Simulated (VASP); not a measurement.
# BP (P6_3/mmc) in VASP: a series of runs

The runs below take BP through single point, relaxation of cell and atoms, with r2SCAN.

Program: VASP 6.6.1. These are calculated values, not measurements. Logs are shortened: lines on timing, memory, paths and dates and some standing lists are left out, and cuts for length are marked.

### Step 1. The cell of the first run

It takes space group P6_3/mmc (No. 194, hexagonal). The conventional cell has a = 2.847 Å, b = 2.847 Å, c = 7.824 Å, α = 90.00°, β = 90.00°, γ = 120.00°. Within 2.2 Å of B (site symmetry -6m2) lie 3 P at 1.64 Å. P (site symmetry -6m2) has 3 B at 1.64 Å within 2.2 Å.

### Step 2. Single point, r2SCAN

Input file POSCAR:

```
BP
1.0
    2.8465018389      0.0000000000      0.0000000000
   -1.4232509195      2.4651429044      0.0000000000
    0.0000000000      0.0000000000      7.8241410264
B P
2 2
Direct
    0.3333333333      0.6666666667      0.2500000000
    0.6666666667      0.3333333333      0.7500000000
    0.3333333333      0.6666666667      0.7500000000
    0.6666666667      0.3333333333      0.2500000000
```

Input file INCAR.step1:

```
SYSTEM = BP
  PREC = Accurate
  ENCUT = 520
  ISMEAR = 0
  SIGMA = 0.1
  LREAL = .False.
  LASPH = .True.
  NELM = 100
  NBANDS = 16
  GGA = PE
  ALGO = Normal
  EDIFF = 1E-4
  LWAVE = .True.
  LCHARG = .False.
```

Input file INCAR.step2:

```
SYSTEM = BP
  PREC = Accurate
  ENCUT = 520
  EDIFF = 1E-7
  ISMEAR = 0
  SIGMA = 0.1
  LREAL = .False.
  LASPH = .True.
  NELM = 100
  ALGO = Normal
  ISIF = 2
  LWAVE = .False.
  LCHARG = .True.
  METAGGA = R2SCAN
  LMIXTAU = .True.
  LELF = .True.
  LVHAR = .True.
  NBANDS = 16
  ISTART = 1
```

Input file KPOINTS:

```
Automatic mesh
0
Gamma
  6 6 4
  0 0 0
```

Potentials or basis: VASP PAW PBE potentials, release 64 (B, P).

The run is started by

```console
> cat potpaw_PBE.64/B/POTCAR potpaw_PBE.64/P/POTCAR > POTCAR
> cp INCAR.step1 INCAR
> mpirun -np 1 vasp_std > vasp.out
> cp INCAR.step2 INCAR
> mpirun -np 1 vasp_std > vasp.out
```

OUTCAR:

```text
SYSTEM = BP
   PREC = Accurate
   ENCUT = 520
   EDIFF = 1E-7
   ISMEAR = 0
   LREAL = .False.
   LASPH = .True.
   NELM = 100
   ISIF = 2
   METAGGA = R2SCAN
   ISTART = 1

 ion  position               nearest neighbor table
   1  0.333  0.667  0.250-   4 1.64   4 1.64   4 1.64
   2  0.667  0.333  0.750-   3 1.64   3 1.64   3 1.64
   3  0.333  0.667  0.750-   2 1.64   2 1.64   2 1.64
   4  0.667  0.333  0.250-   1 1.64   1 1.64   1 1.64

  LATTYP: Found a hexagonal cell.
 ALAT       =     2.8465018389
 C/A-ratio  =     2.7486864472

  Lattice vectors:

 A1 = (   2.8465018389,   0.0000000000,   0.0000000000)
 A2 = (  -1.4232509195,   2.4651429044,   0.0000000000)
 A3 = (   0.0000000000,   0.0000000000,   7.8241410264)

Analysis of symmetry for initial positions (statically):
=====================================================================
 Subroutine PRICEL returns:
 Original cell was already a primitive cell.

 Routine SETGRP: Setting up the symmetry group for a
 hexagonal supercell.

 Subroutine GETGRP returns: Found 24 space group operations
 (whereof 12 operations were pure point group operations)
 out of a pool of 24 trial point group operations.

The static configuration has the point symmetry D_3d.
 The point group associated with its full space group is D_6h.

Analysis of symmetry for dynamics (positions and initial velocities):
=====================================================================
 Subroutine PRICEL returns:
 Original cell was already a primitive cell.

 Routine SETGRP: Setting up the symmetry group for a
 hexagonal supercell.

 Subroutine GETGRP returns: Found 24 space group operations
 (whereof 12 operations were pure point group operations)
 out of a pool of 24 trial point group operations.

The dynamic configuration has the point symmetry D_3d.
 The point group associated with its full space group is D_6h.

 Subroutine INISYM returns: Found 24 space group operations
 (whereof 12 operations are pure point group operations),
 and found     1 'primitive' translations

----------------------------------------------------------------------------------------

                                     Primitive cell
[... 88 lines left out ...]
   LASPH  =      T    aspherical Exc in radial PAW
   ENCUT  =  520.0 eV  38.22 Ry    6.18 a.u.   5.29  5.29 14.55*2*pi/ulx,y,z
   NELM   =    100;   NELMIN=  2; NELMDL=  0     # of ELM steps
   EDIFF  = 0.1E-06   stopping-criterion for ELM
   LREAL  =      F    real-space projection
   EDIFFG = 0.1E-05   stopping-criterion for IOM
   NSW    =      0    number of steps for IOM
   IBRION =     -1    ionic relax: 0-MD 1-quasi-New 2-CG
   NFREE  =      0    steps in history (QN), initial steepest desc. (CG)
   ISIF   =      2    stress and relaxation
   ISYM   =      2    0-nonsym 1-usesym 2-fastsym
   POTIM  = 0.5000    time-step for ionic-motion
   TEBEG  =    0.0;   TEEND  =   0.0 temperature during run
   PSTRESS=    0.0 pullay stress
   NELECT =      16.0000    total number of electrons
   NUPDOWN=      -1.0000    fix difference up-down
   EMIN   =  10.00;   EMAX   =-10.00  energy-range for DOS
   EFERMI =   0.00;   METHOD = LEGACY
   ISMEAR =     0;   SIGMA  =   0.10  broadening in eV -4-tet -1-fermi 0-gaus
   EFERMI_NEDOS =   21; number of points for ismear=-14 and -15
   IALGO  =     38    algorithm
   IMIX   =      4    mixing-type and parameters
     AMIX     =   0.40;   BMIX     =  1.00
     AMIX_MAG =   1.60;   BMIX_MAG =  1.00
  volume/ion in A,a.u.               =      13.73        92.62
  Fermi-wavevector in a.u.,A,eV,Ry     =   1.085387  2.051085 16.028556  1.178066
  Thomas-Fermi vector in A             =   2.221500
   LORBIT       =      0    0 simple, 1 ext, 2 COOP (PROOUT), +10 PAW based schemes
   METAGGA = R2SCAN    functional components
   LHFCALC =     F    Hartree Fock is set to
   AEXX    =    0.0000 exact exchange contribution
   IVDW    =     0    specifies the selected vdW correction
   LEPSILON=     F    determine dielectric tensor
   LRPA    =     F    only Hartree local field effects (RPA)
 non-spin polarized calculation
 Gauss-broadening in eV      SIGMA  =   0.10
  energy-cutoff  :      520.00
  volume of cell :       54.90
 maximum number of plane-waves:      1494
 NGX is ok and might be reduce to    24
   NGX = 11   NGY = 11   NGZ = 29

 number of electron      16.0000003 magnetization

 Free energy of the ion-electron system (eV)
  ---------------------------------------------------
  ext. energy  EPLUGINS =         0.00000000
  ---------------------------------------------------
  free energy    TOTEN  =       -29.42460332 eV

  energy without entropy =      -29.42432374  energy(sigma->0) =      -29.42446353

 E-fermi :   5.2454     XC(G=0): -10.0250

 val. band max:        5.0902051571   @ k =   0.3333   0.3333   0.5000
 cond. band min:       5.3936118712   @ k =   0.5000  -0.0000   0.0000
 fundamental gap:      0.3034067141
 Fermi energy:         5.2453853798

 k-point     1 :       0.0000    0.0000    0.0000
  band No.  band energies     occupation
      1     -11.7036      2.00000
      2     -11.4890      2.00000
      3      -2.0113      2.00000
      4      -0.3194      2.00000
      5       3.4971      2.00000
      6       3.4971      2.00000
[... 376 lines left out ...]
      3      -4.2453      2.00000
      4      -4.2453      2.00000
      5      -3.4160      2.00000
      6      -3.4160      2.00000
[... 8 lines left out ...]
     15      15.6542      0.00000
     16      15.6542      0.00000

------------------------ aborting loop because EDIFF is reached ----------------------------------------

  FORCE on cell =-STRESS in cart. coord.  units (eV):
  Direction    XX          YY          ZZ          XY          YZ          ZX
  --------------------------------------------------------------------------------------
  -------------------------------------------------------------------------------------
  Total       33.2170588     33.2170588      0.0538347     -0.0000000      0.0000000      0.0000000
  in kB      969.3520172    969.3520172      1.5710222     -0.0000000      0.0000000      0.0000000
  external PRESSURE =     646.7583522 kB  Pullay stress =       0.0000000 kB

 VOLUME and BASIS-vectors are now :
 -----------------------------------------------------------------------------
  energy-cutoff  :      520.00
  volume of cell :       54.90
      direct lattice vectors                 reciprocal lattice vectors
     2.846501839  0.000000000  0.000000000     0.351308398  0.202827998  0.000000000
    -1.423250920  2.465142904  0.000000000     0.000000000  0.405655996  0.000000000
     0.000000000  0.000000000  7.824141026     0.000000000  0.000000000  0.127809557

 POSITION                                       TOTAL-FORCE (eV/Angst)
 -----------------------------------------------------------------------------------
     -0.00000      1.64343      1.95604        -0.000000      0.000000      0.000000
      1.42325      0.82171      5.86811         0.000000     -0.000000      0.000000
     -0.00000      1.64343      5.86811         0.000000      0.000000      0.000000
      1.42325      0.82171      1.95604         0.000000      0.000000      0.000000
 -----------------------------------------------------------------------------------
    total drift:                               -0.000000      0.000000     -0.000000

  FREE ENERGIE OF THE ION-ELECTRON SYSTEM (eV)
  ---------------------------------------------------
  free  energy   TOTEN  =       -29.4246033182 eV

  energy  without entropy=      -29.4243237381  energy(sigma->0) =      -29.42446353
```

OUTCAR.step1:

```text
SYSTEM = BP
   PREC = Accurate
   ENCUT = 520
   ISMEAR = 0
   LREAL = .False.
   LASPH = .True.
   NELM = 100
[... 624 lines left out ...]
      1.42325      0.82171      5.86811        -0.000000      0.000000      0.000000
     -0.00000      1.64343      5.86811        -0.000000     -0.000000      0.000000
      1.42325      0.82171      1.95604        -0.000000      0.000000      0.000000
 -----------------------------------------------------------------------------------
    total drift:                               -0.000000      0.000000     -0.000000

  FREE ENERGIE OF THE ION-ELECTRON SYSTEM (eV)
  ---------------------------------------------------
  free  energy   TOTEN  =       -20.5895930874 eV

  energy  without entropy=      -20.5889174102  energy(sigma->0) =      -20.58925525
```

It took 92 s on 1 thread of Intel Xeon 8259CL, shared host; peak memory 0.19 GiB.

Results:

```
Free energy            : -29.4246 eV
Pressure               : 64.7 GPa
Band gap on the k mesh : 0.30 eV (least direct gap 0.39 eV)
```

Levels at points of the mesh, in eV from the valence-band top:
| k point | band 4 | band 5 | band 6 | band 7 | band 8 | band 9 | band 10 | band 11 | band 12 | band 13 |
| --- | --- | --- | --- | --- | --- | --- | --- | --- | --- | --- |
| (0.00, 0.00, 0.00) | -5.41 | -1.59 | -1.59 | -1.56 | -1.56 | 2.53 | 6.11 | 6.11 | 6.20 | 6.20 |
| (0.50, 0.00, 0.00) | -10.38 | -4.35 | -4.29 | -2.41 | -1.04 | 0.30 | 2.00 | 4.22 | 4.43 | 8.03 |
| (0.00, 0.00, 0.50) | -6.36 | -1.57 | -1.57 | -1.57 | -1.57 | 4.90 | 4.90 | 6.16 | 6.16 | 6.16 |
| (0.50, 0.00, 0.50) | -10.42 | -4.32 | -4.32 | -1.79 | -1.79 | 1.03 | 1.03 | 4.34 | 4.34 | 9.51 |

Caveat: the k points lie up to 0.42 Å⁻¹ apart; the PAW data sets were made with another functional, which shifts forces and pressure a little. A k mesh can miss the band edges.

### Step 3. Single point, r2SCAN

This run uses another cell than the first one, of 18.57 Å³/atom.

Input file POSCAR:

```
BP
1.0
    3.2032918141      0.0000000000      0.0000000000
   -1.6016459071      2.7741320867      0.0000000000
    0.0000000000      0.0000000000      8.3566554388
B P
2 2
Direct
    0.3333333333      0.6666666667      0.2500000000
    0.6666666667      0.3333333333      0.7500000000
    0.3333333333      0.6666666667      0.7500000000
    0.6666666667      0.3333333333      0.2500000000
```

Input file INCAR.step1:

```
SYSTEM = BP
PREC = Accurate ; ENCUT = 520
ISMEAR = 0 ; SIGMA = 0.1
LREAL = .False. ; LASPH = .True.
NELM = 80 ; NBANDS = 16
GGA = PE ; ALGO = Normal
EDIFF = 1E-4 ; LWAVE = .True.
LCHARG = .False.
```

Input file INCAR.step2:

```
SYSTEM = BP
PREC = Accurate ; ENCUT = 520
EDIFF = 1E-7 ; ISMEAR = 0
SIGMA = 0.1 ; LREAL = .False.
LASPH = .True. ; NELM = 80
ALGO = Normal ; ISIF = 2
LWAVE = .False. ; LCHARG = .False.
METAGGA = R2SCAN ; LMIXTAU = .True.
NBANDS = 16 ; ISTART = 1
```

Input file KPOINTS:

```
Automatic mesh
0
Gamma
  12 12 4
  0 0 0
```

Potentials or basis: VASP PAW PBE potentials, release 64 (B, P).

The run is started by

```console
> cat potpaw_PBE.64/B/POTCAR potpaw_PBE.64/P/POTCAR > POTCAR
> cp INCAR.step1 INCAR
> mpirun -np 1 vasp_std > vasp.out
> cp INCAR.step2 INCAR
> mpirun -np 1 vasp_std > vasp.out
```

Run time: 4.9 min. Hardware: 1 thread of Intel Xeon 8259CL, shared host; peak memory 0.22 GiB.

Results (log left out):

- Free energy: -33.0189 eV
- Pressure: -0.2 GPa
- Band gap on the k mesh: 1.07 eV

Stress tensor (GPa, compression positive):
```
-0.40  0.00  0.00
 0.00 -0.40  0.00
 0.00  0.00  0.07
```

Levels at points of the mesh, in eV from the valence-band top:
```tsv
k point	band 5	band 6	band 7	band 8	band 9	band 10	band 11	band 12
(0.00, 0.00, 0.00)	-1.75	-1.75	-1.71	-1.71	3.62	4.99	4.99	5.07
(0.50, 0.00, 0.00)	-3.86	-3.81	-1.58	-0.56	1.10	2.34	3.10	3.30
(0.00, 0.00, 0.50)	-1.73	-1.73	-1.73	-1.73	5.03	5.03	5.03	5.03
(0.50, 0.00, 0.50)	-3.84	-3.84	-1.10	-1.10	1.62	1.62	3.20	3.20
```

Caveat: the PAW data sets were made with another functional, which shifts forces and pressure a little. A k mesh can miss the band edges.

(Part 1 of 2 ends here.)
